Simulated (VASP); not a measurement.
Wanted: the native input for a VASP 6.6.1 run.

```
Task                   : single point
Functional             : PBEsol
Potentials or basis    : VASP PAW PBE potentials, release 64 (Mg, Se)
Cutoff                 : 600 eV
k mesh                 : 4 × 4 × 4
Occupations            : gaussian, width 0.1 eV
Spin                   : no spin polarisation
Hubbard terms          : Se p U = 3.7 eV
Dipole correction      : no
Further INCAR settings : ALGO = Normal; EDIFF = 1e-06; NBANDS = 11
```

The structure of MgSe lies in POSCAR:

```
MgSe
1.0
    0.0000000000      2.6403582261      2.6403582261
    2.6403582261      0.0000000000      2.6403582261
    2.6403582261      2.6403582261      0.0000000000
Mg Se
1 1
Direct
    0.0000000000      0.0000000000      0.0000000000
    0.5000000000      0.5000000000      0.5000000000
```

The input as run:

INCAR

```
SYSTEM = MgSe
PREC = Accurate
ENCUT = 600
EDIFF = 1E-6
ISMEAR = 0
SIGMA = 0.1
LREAL = .FALSE.
LASPH = .TRUE.
NELM = 200
ALGO = Normal
ISIF = 2
LWAVE = .FALSE.
LCHARG = .FALSE.
LDAU = .TRUE.
LDAUTYPE = 2
LDAUL = -1 1
LDAUU = 0 3.7
LDAUJ = 0 0
LDAUPRINT = 1
GGA = PS
NBANDS = 11
GGA_COMPAT = .FALSE.
```

KPOINTS

```
regular mesh
0
G
  4 4 4
  0 0 0
```

Potentials or basis: VASP PAW PBE potentials, release 64 (Mg, Se).

The run is started by

```bash
$ cat potpaw_PBE.64/Mg/POTCAR potpaw_PBE.64/Se/POTCAR > POTCAR
$ mpirun -np 1 vasp_std > vasp.out
```

It gave:

The pressure is 8.8 GPa and the band gap on the k mesh is 1.77 eV (least direct gap 3.03 eV).

Caveat: the k points lie up to 0.52 Å⁻¹ apart; the PAW data sets were made with another functional, which shifts forces and pressure a little.

Run time: 5.6 s on 1 thread of Intel(R) Xeon(R) Platinum 8375C CPU @ 2.90GHz (Ice Lake), on a shared host, peak memory 0.16 GiB.
